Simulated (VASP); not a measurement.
A run of VASP 6.6.1 is set up as follows.

INCAR

```
SYSTEM = SmZn3I2
PREC = Accurate
ENCUT = 500
EDIFF = 1E-6
ISMEAR = 0
SIGMA = 0.1
LREAL = .FALSE.
LASPH = .TRUE.
NELM = 200
ALGO = Normal
ISIF = 2
LWAVE = .FALSE.
LCHARG = .FALSE.
GGA = PE
NBANDS = 40
GGA_COMPAT = .FALSE.
LMAXMIX = 6
```

The input KPOINTS:

```
Automatic mesh
0
G
  6 6 6
  0 0 0
```

POSCAR

```
SmZn3I2
1.0
    2.9075147663      1.6786544330      5.3078484145
   -2.9075147663      1.6786544330      5.3078484145
    0.0000000000     -3.3573088660      5.3078484145
Sm Zn I
1 3 2
Direct
    0.0000000000      0.0000000000      0.0000000000
    0.0000000000      0.5000000000      0.0000000000
    0.5000000000      0.0000000000      0.0000000000
    0.0000000000      0.0000000000      0.5000000000
    0.6297693228      0.6297693228      0.6297693228
    0.3702306772      0.3702306772      0.3702306772
```

Potentials or basis: VASP PAW PBE potentials, release 64 (Sm_3, Zn, I), 4f in core.

Launch:

```sh
$ cat potpaw_PBE.64/Sm_3/POTCAR potpaw_PBE.64/Zn/POTCAR potpaw_PBE.64/I/POTCAR > POTCAR
$ mpirun -np 1 vasp_std > vasp.out
```

Q: Predict the largest force.

A: 0.006 eV/Å.

Q: What does it give for the band gap on the k mesh?

A: Zero (an odd number of electrons rules out a gap without spin polarisation).

Q: Estimate the pressure.

A: 0.2 GPa.

Stress tensor (GPa, compression positive):
```
0.19 0.00 0.00
0.00 0.19 0.00
0.00 0.00 0.29
```

Caveat: spin-orbit coupling is left out, which moves the levels of the heavy elements; the 4f electrons are frozen in the core, so they carry no moment and show no levels; the run has no spin polarisation, though such a crystal can be magnetic. Spin polarisation is off, so any magnetic state and its effect on volume and gap are missing.
